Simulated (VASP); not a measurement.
# Ga4AsP3 (P-43m) in VASP: further runs, part 2 of 2

VASP 6.6.1.

### 3 Relaxation of cell and atoms, PBE

INCAR reads:

```
ALGO     = Normal         # electronic algorithm
EDIFF    = 1E-6           # SCF threshold, eV
EDIFFG   = -0.001         # ionic threshold
ENCUT    = 600            # plane-wave cutoff, eV
GGA      = PE             # functional
IBRION   = 2              # ionic algorithm
ISIF     = 3              # what is computed and relaxed
ISMEAR   = 0              # smearing method
LASPH    = T              # aspherical terms in the spheres
LCHARG   = F              # write CHGCAR
LREAL    = F              # projectors in reciprocal space
LWAVE    = F              # write WAVECAR
NELM     = 80             # most SCF steps
NSW      = 80             # ionic steps
PREC     = Accurate       # precision mode
SIGMA    = 0.01           # smearing width, eV
```

KPOINTS reads:

```
k-points
0
Gamma
  6 6 6
```

POSCAR reads:

```
Ga4AsP3
1.0
    5.5637786000      0.0000000000      0.0000000000
    0.0000000000      5.5637786000      0.0000000000
    0.0000000000      0.0000000000      5.5637786000
Ga P As
4 3 1
Direct
    0.7545030000      0.7545030000      0.2454970000
    0.7545030000      0.2454970000      0.7545030000
    0.2454970000      0.7545030000      0.7545030000
    0.2454970000      0.2454970000      0.2454970000
    0.5000000000      0.0000000000      0.0000000000
    0.0000000000      0.5000000000      0.0000000000
    0.0000000000      0.0000000000      0.5000000000
    0.5000000000      0.5000000000      0.5000000000
```

Potentials or basis: VASP PAW PBE potentials, release 64 (Ga_d, P, As).

Command:

```bash
> cat potpaw_PBE.64/Ga_d/POTCAR potpaw_PBE.64/P/POTCAR potpaw_PBE.64/As/POTCAR > POTCAR
> mpirun -np 1 vasp_std > vasp.out
```

OUTCAR:

```text
EDIFF = 1E-6
   EDIFFG = -0.001
   ENCUT = 600
   GGA = PE
   IBRION = 2
   ISIF = 3
   ISMEAR = 0
   LASPH = T
   LREAL = F
   NELM = 80
   NSW = 80
   PREC = Accurate

 ion  position               nearest neighbor table
   1  0.755  0.755  0.245-   5 2.40   6 2.40   7 2.40   8 2.45
   2  0.755  0.245  0.755-   5 2.40   6 2.40   7 2.40   8 2.45
   3  0.245  0.755  0.755-   5 2.40   6 2.40   7 2.40   8 2.45
   4  0.245  0.245  0.245-   5 2.40   6 2.40   7 2.40   8 2.45
   5  0.500  0.000  0.000-   1 2.40   2 2.40   3 2.40   4 2.40
   6  0.000  0.500  0.000-   1 2.40   2 2.40   3 2.40   4 2.40
   7  0.000  0.000  0.500-   1 2.40   2 2.40   3 2.40   4 2.40
   8  0.500  0.500  0.500-   1 2.45   2 2.45   3 2.45   4 2.45

  LATTYP: Found a simple cubic cell.
 ALAT       =     5.5637786000

[... 196 lines left out ...]
  -------------------------------------------------------------------------------------
  Total        0.0579745      0.0579745      0.0579745      0.0000000      0.0000000      0.0000000
  in kB        0.5393092      0.5393092      0.5393092      0.0000000      0.0000000      0.0000000
  external PRESSURE =       0.5393092 kB  Pullay stress =       0.0000000 kB
[... 323 lines left out ...]
--------------------------------------- Ionic step        9  -------------------------------------------

 number of electron      72.0000057 magnetization

 Free energy of the ion-electron system (eV)
  ---------------------------------------------------
  ext. energy  EPLUGINS =         0.00000000
  ---------------------------------------------------
  free energy    TOTEN  =       -35.60080516 eV

  energy without entropy =      -35.60080516  energy(sigma->0) =      -35.60080516

 E-fermi :   4.2362     XC(G=0):  -9.6159

 val. band max:        4.1350603113   @ k =   0.0000   0.0000   0.0000
 cond. band min:       5.2871618117   @ k =   0.0000   0.0000   0.0000
 fundamental gap:      1.1521015003
 Fermi energy:         4.2361509655

 k-point     1 :       0.0000    0.0000    0.0000
  band No.  band energies     occupation
      1     -10.5554      2.00000
      2     -10.5434      2.00000
      3     -10.5434      2.00000
      4     -10.4449      2.00000
      5     -10.4449      2.00000
      6     -10.4449      2.00000
[... 944 lines left out ...]
  FREE ENERGIE OF THE ION-ELECTRON SYSTEM (eV)
  ---------------------------------------------------
  free  energy   TOTEN  =       -35.6008051594 eV

  energy  without entropy=      -35.6008051594  energy(sigma->0) =      -35.60080516

 reached required accuracy - stopping structural energy minimisation
```

OSZICAR:

```text
N       E                     dE             d eps       ncg     rms          rms(c)
DAV:   1     0.679722174177E+03    0.67972E+03   -0.36074E+04  1785   0.267E+03
DAV:   2     0.820844960051E+02   -0.59764E+03   -0.58422E+03  1776   0.657E+02
[... 44 lines left out ...]
DAV:   1    -0.356008050899E+02   -0.20664E-06   -0.16214E-05  1475   0.220E-02    0.776E-04
DAV:   2    -0.356008051266E+02   -0.36640E-07   -0.46467E-07   983   0.668E-03
   8 F= -.35600805E+02 E0= -.35600805E+02  d E =-.249596E-06
       N       E                     dE             d eps       ncg     rms          rms(c)
DAV:   1    -0.356008051568E+02   -0.66870E-07   -0.32611E-06  1475   0.953E-03    0.378E-04
DAV:   2    -0.356008051594E+02   -0.25575E-08   -0.11245E-07   986   0.322E-03
   9 F= -.35600805E+02 E0= -.35600805E+02  d E =-.282384E-06
```

Wall time 4.4 min (1 thread of Intel Xeon Platinum 8559C (Emerald Rapids), shared host); peak memory 0.44 GiB.

What came out:

| Quantity | Value |
| --- | --- |
| Free energy | -35.6008 eV |
| Relaxed volume | 21.55 Å³/atom |
| Relaxed cell | a = 5.565 Å, b = 5.565 Å, c = 5.565 Å, α = 90.00°, β = 90.00°, γ = 90.00° |
| Space group after relaxing (to 0.1 Å) | P-43m (No. 215) |
| Energy gained by relaxing | 0.0 meV/atom |
| Ionic steps | 9 |
| Pressure after relaxing | 0.0 GPa |
| Band gap on the k mesh | 1.15 eV |

Final structure:
```xyz
8
Lattice="5.5652 0.0000 0.0000 0.0000 5.5652 0.0000 0.0000 0.0000 5.5652" Properties=species:S:1:pos:R:3 pbc="T T T"
Ga    4.1991    4.1991    1.3661
Ga    4.1991    1.3661    4.1991
Ga    1.3661    4.1991    4.1991
Ga    1.3661    1.3661    1.3661
P     2.7826    0.0000    0.0000
P     0.0000    2.7826    0.0000
P     5.5652    0.0000    2.7826
As    2.7826    2.7826    2.7826
```

Levels at points of the mesh, in eV from the valence-band top:
| k point | band 34 | band 35 | band 36 | band 37 | band 38 | band 39 |
| --- | --- | --- | --- | --- | --- | --- |
| (0.00, 0.00, 0.00) | 0.00 | 0.00 | 0.00 | 1.15 | 1.44 | 1.78 |
| (0.50, 0.00, 0.00) | -1.75 | -1.48 | -1.48 | 2.03 | 2.24 | 3.41 |
| (0.50, 0.50, 0.00) | -1.24 | -1.02 | -1.02 | 2.84 | 2.84 | 3.01 |
| (0.50, 0.50, 0.50) | -0.85 | -0.85 | -0.85 | 1.36 | 1.38 | 1.38 |
